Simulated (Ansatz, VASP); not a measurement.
**Two plane-wave programs on BaTiO3**

File INCAR:

```
SYSTEM = BaTiO3
PREC = Accurate
ENCUT = 520
EDIFF = 1E-8
ISMEAR = -1
SIGMA = 0.05
LREAL = .FALSE.
LASPH = .TRUE.
NELM = 60
ALGO = Normal
ISIF = 2
LWAVE = .FALSE.
LCHARG = .FALSE.
GGA = PS
LEFG = .TRUE.
NBANDS = 28
```

File KPOINTS:

```
regular mesh
0
G
  8 8 8
  0 0 0
```

POSCAR

```
BaTiO3
1.0
    4.1036230000      0.0000000000      0.0000000000
    0.0000000000      2.9221615000      2.8458000000
    0.0000000000     -2.9221615000      2.8458000000
Ba Ti O
1 1 3
Direct
    0.0000000000      0.0000000000      0.0000000000
    0.5000000000      0.5079000000      0.5079000000
    0.0000000000      0.4921000000      0.4921000000
    0.5000000000      0.5025100000      0.9937100000
    0.5000000000      0.9937100000      0.5025100000
```

Input for Ansatz:

```yaml
crystal:
  lattice:
    - [4.103623, 0.0, 0.0]
    - [0.0, 2.9221615, 2.8458]
    - [0.0, -2.9221615, 2.8458]
  atoms:
    - { symbol: Ba, position: [0.0, 0.0, 0.0] }
    - { symbol: Ti, position: [0.5, 0.5079, 0.5079] }
    - { symbol: O, position: [0.0, 0.4921, 0.4921] }
    - { symbol: O, position: [0.5, 0.50251, 0.99371] }
    - { symbol: O, position: [0.5, 0.99371, 0.50251] }
kpoints:
  mp_grid: { grid: [8, 8, 8] }
scf:
  occupations: { method: fermi_dirac, width: 0.05 }
hamiltonian:
  xc: pbesol
  pseudopotentials: { kind: paw }
output:
  forces: true
  stress: true
  eigenvalues: true
  efg: { contact_densities: true }
```

Change from the starting cell: equal xx and yy strain of +3 %, PAW files.

Alike in both runs: task electric field gradients; functional PBEsol; k mesh 8 × 8 × 8; occupations fermi-dirac, width 0.05 eV; no spin polarisation.

|  | VASP | Ansatz |
| --- | --- | --- |
| version | VASP 6.6.1 | Ansatz 0.2.0 |
| potentials or method | VASP PAW PBE potentials, release 64 (Ba_sv, Ti_sv, O) | PAW with Ansatz's default frozen-core files, scalar-relativistic |
| plane-wave cutoff (eV) | 520 | 420 |
| valence electrons in the cell | 40 | 40 |

|  | VASP | Ansatz | Ansatz less VASP |
| --- | --- | --- | --- |
| pressure (GPa) | -11.1 | -12.5 | -1.45 |
| traceless stress, the component that is largest in VASP (GPa) | 3.36 | 3.25 | -0.102 |
| rms of the force components (eV/Å) | 0.151 | 0.156 | +0.0051 |
| size of Vzz on the site where it differs most (V/Å²) | 18.4 | 17.2 | -1.24 |

VASP's potentials were made for PBE, not for PBEsol. Atom by atom the forces differ by 0.007 eV/Å (rms over components). With one functional, cell and mesh, what is left measures potentials, basis and numerics.

Neither program's run includes spin-orbit coupling.
